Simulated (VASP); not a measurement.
Sb, 4 atoms in the cell. Symmetry: P2_1/m, No. 11, monoclinic system. Conventional cell: a = 4.497 Å, b = 4.391 Å, c = 6.456 Å, α = 90.00°, β = 101.72°, γ = 90.00°. Within 3.8 Å of Sb (site symmetry m) lie 7 Sb at 2.90 to 3.73 Å. Within 3.8 Å of Sb (site symmetry m) lie 7 Sb at 2.90 to 3.72 Å. 

| Property | Result |
| --- | --- |
| Program | VASP 6.6.1 |
| Task | single point |
| Functional | PBEsol |
| Potentials or basis | VASP PAW PBE potentials, release 64 (Sb_d_GW) |
| Cutoff | 500 eV |
| k mesh | 6 × 6 × 4 |
| Occupations | fermi-dirac, width 0.05 eV |
| Spin | no spin polarisation |
| Dipole correction | no |
| Second run | valence_matched |
| Further INCAR settings | ALGO = Normal; EDIFF = 1e-06; NBANDS = 38 |

Potentials or basis: VASP PAW PBE potentials, release 64 (Sb_d_GW).

Launch:

```bash
$ cat potpaw_PBE.64/Sb_d_GW/POTCAR > POTCAR
$ mpirun -np 1 vasp_std > vasp.out
```

Hardware: 1 thread of AMD EPYC 9R45 (Zen 5) (shared host).

Task: Estimate the wall time of this run.

Result: Run time: 4.2 min on 1 thread of AMD EPYC 9R45 (Zen 5) (shared host), peak memory 0.33 GiB. Counts: scf iterations 12, k points 56.
